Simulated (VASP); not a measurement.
A run of VASP 6.6.1 is set up as follows.

The input INCAR:

```
PREC = Accurate
ENCUT = 520
EDIFF = 1E-8
ISMEAR = -1
SIGMA = 0.03
LREAL = F
LASPH = T
NELM = 60
ALGO = Normal
ISIF = 2
LWAVE = F
LCHARG = F
GGA = PE
LEFG = T
NBANDS = 18
```

File KPOINTS:

```
regular mesh
0
Gamma
  13 13 7
```

File POSCAR:

```
Sc
1.0
    3.2809915583      0.0000000000      0.0000000000
   -1.6404957791      2.8414220391      0.0000000000
    0.0000000000      0.0000000000      5.2237289994
Sc
2
Direct
    0.3333333333      0.6666666667      0.2500000000
    0.6666666667      0.3333333333      0.7500000000
```

Potentials or basis: VASP PAW PBE potentials, release 64 (Sc_sv).

The run is started by

```sh
$ cat potpaw_PBE.64/Sc_sv/POTCAR > POTCAR
$ mpirun -np 1 vasp_std > vasp.out
```

Q: Estimate the band gap on the k mesh.

A: Zero (band 11 reaches 4.50 eV, above the bottom of band 12 at 3.26 eV).

Q: What does it give for the pressure?

A: 0.7 GPa.

Stress tensor (GPa, compression positive):
```
 1.35  0.00  0.00
 0.00  1.35  0.00
 0.00  0.00 -0.47
```

Caveat: without QUAD_EFG the Cq values of the log hold for a quadrupole moment of 1 mb, not for the nuclei.
